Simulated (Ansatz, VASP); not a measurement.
**Two plane-wave programs on Te**

Contents of INCAR:

```
ALGO = Normal
EDIFF = 1E-8
ENCUT = 520
ISIF = 2
ISMEAR = -1
LASPH = True
LCHARG = False
LEFG = True
LREAL = False
LWAVE = False
NBANDS = 16
NELM = 80
PREC = Accurate
SIGMA = 0.08
```

Contents of KPOINTS:

```
k-points
0
Gamma
  9 9 6
```

File POSCAR:

```
Te
1.0
    4.4280790977      0.0000000000      0.0000000000
   -2.2140395489      3.8348289886      0.0000000000
    0.0000000000      0.0000000000      5.8852337012
Te
3
Direct
    0.7450000000      0.0000000000      0.3333333333
    0.0000000000      0.7450000000      0.6666666667
    0.2550000000      0.2550000000      0.0000000000
```

Input for Ansatz:

```yaml
crystal:
  lattice:
    - [4.4280790977, 0.0, 0.0]
    - [-2.2140395489, 3.8348289886, 0.0]
    - [0.0, 0.0, 5.8852337012]
  atoms:
    - { symbol: Te, position: [0.745, 0.0, 0.3333333333] }
    - { symbol: Te, position: [0.0, 0.745, 0.6666666667] }
    - { symbol: Te, position: [0.255, 0.255, 0.0] }
kpoints:
  mp_grid: { grid: [9, 9, 6] }
scf:
  occupations: { method: fermi_dirac, width: 0.08 }
hamiltonian:
  xc: lda
  pseudopotentials: { kind: paw }
output:
  forces: true
  stress: true
  eigenvalues: true
  efg: { contact_densities: true }
```

Change from the starting cell: volume scaled by 0.98, PAW files.

Alike in both runs: task electric field gradients; functional LDA; k mesh 9 × 9 × 6; occupations fermi-dirac, width 0.08 eV; no spin polarisation.

|  | VASP | Ansatz |
| --- | --- | --- |
| version | VASP 6.6.1 | Ansatz 0.2.0 |
| potentials or method | VASP PAW LDA potentials, release 64 (Te) | PAW with Ansatz's default frozen-core files, scalar-relativistic |
| plane-wave cutoff (eV) | 520 | 420 |
| valence electrons in the cell | 18 | 48 |

VASP gave:

```
pressure (GPa)                                                : 0.9
traceless stress, the component that is largest in VASP (GPa) : 0.88
rms of the force components (eV/Å)                            : 0.385
size of Vzz on the site where it differs most (V/Å²)          : 550.0
```

Q: Which values does Ansatz return?

A: Pressure (GPa): 0.7; traceless stress, the component that is largest in VASP (GPa): 0.77; rms of the force components (eV/Å): 0.359; size of Vzz on the site where it differs most (V/Å²): 575.2.

LDA's correlation is that of Perdew and Zunger in VASP and of Perdew and Wang (1992) in Ansatz. Atom by atom the forces differ by 0.026 eV/Å (rms over components). VASP's potentials hold 18 valence electrons a cell and Ansatz's 48, so a difference there can come from the potentials and not from the codes.

Neither program's run includes spin-orbit coupling.
